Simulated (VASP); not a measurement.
**Al3Cu2: relaxation of cell and atoms with r2SCAN**

The system is Al3Cu2.

```
Al Cu
1.0
     4.05785    0.00000    0.00000
    -2.02892    3.51420    0.00000
     0.00000    0.00000    4.93691
Al Cu
3 2
Direct
  0.00000 0.00000 0.00000
  0.33333 0.66667 0.35028
  0.66667 0.33333 0.64972
  0.33333 0.66667 0.84028
  0.66667 0.33333 0.15972
```

```
Program                : VASP 6.6.1
Task                   : relaxation of cell and atoms
Functional             : r2SCAN
Potentials or basis    : VASP PAW PBE potentials, release 64 (Al, Cu)
Cutoff                 : 600 eV
k mesh                 : 12 × 12 × 8
Occupations            : gaussian, width 0.1 eV
Spin                   : no spin polarisation
Target pressure        : 4 GPa
Dipole correction      : no
Further INCAR settings : ALGO = Normal; EDIFF = 1e-07; IBRION = 2; EDIFFG = -0.008; NSW = 70; ISIF = 3
```

| Quantity | Value |
| --- | --- |
| Relaxed volume | 14.08 Å³/atom |
| Relaxed cell | a = 4.057 Å, b = 4.057 Å, c = 4.939 Å, α = 90.00°, β = 90.00°, γ = 120.00° |
| Space group after relaxing (to 0.1 Å) | P-3m1 (No. 164) |
| Energy change on relaxing (the run minimises the enthalpy) | +0.1 meV/atom |
| Ionic steps | 4 |
| Pressure after relaxing | 4.0 GPa |
| Largest force after relaxing | 0.006 eV/Å |
| Band gap on the k mesh | zero (an odd number of electrons rules out a gap without spin polarisation) |

Forces on the atoms (eV/Å):
```
Al   0.000  0.000  0.000
Al   0.000  0.000  0.001
Al   0.000  0.000 -0.001
Cu   0.000  0.000  0.006
Cu   0.000  0.000 -0.006
```

The path:
| step | energy change (eV) | largest force (eV/Å) | pressure (GPa) | volume (Å³) |
| --- | --- | --- | --- | --- |
| 1 | 0.0000 | 0.0212 | 3.96 | 70.40 |
| 2 | 0.0007 | 0.0102 | 4.02 | 70.37 |
| 3 | 0.0010 | 0.0082 | 4.03 | 70.36 |
| 4 | 0.0004 | 0.0065 | 3.96 | 70.38 |

Final structure:
```yaml
crystal:
  lattice:
    - [4.05657, 0.00000, 0.00000]
    - [-2.02828, 3.51309, 0.00000]
    - [0.00000, 0.00000, 4.93863]
  atoms:
    - { symbol: Al, position: [0.00000, 0.00000, 0.00000] }
    - { symbol: Al, position: [0.33333, 0.66667, 0.35068] }
    - { symbol: Al, position: [0.66667, 0.33333, 0.64932] }
    - { symbol: Cu, position: [0.33333, 0.66667, 0.84051] }
    - { symbol: Cu, position: [0.66667, 0.33333, 0.15949] }
```

Levels at points of the mesh, in eV from the Fermi level:
| k point | band 13 | band 14 | band 15 | band 16 | band 17 | band 18 |
| --- | --- | --- | --- | --- | --- | --- |
| (0.00, 0.00, 0.00) | -3.89 | -0.27 | -0.27 | 1.40 | 1.40 | 3.04 |
| (0.50, 0.00, 0.00) | -3.37 | -3.29 | -2.80 | -0.77 | 0.16 | 0.50 |
| (0.00, 0.00, 0.50) | 1.24 | 1.24 | 1.32 | 1.32 | 1.83 | 2.60 |
| (0.50, 0.00, 0.50) | -4.40 | -3.75 | -1.97 | -0.22 | 0.90 | 1.18 |

Run time: 11 min on 4 MPI ranks on Oxide Virtual Turin-like Processor, with other jobs on the host, peak memory 0.34 GiB a rank.

Caveat: the cell is relaxed towards a set pressure, so the run minimises the enthalpy, not the energy; the PAW data sets were made with another functional, which shifts forces and pressure a little.
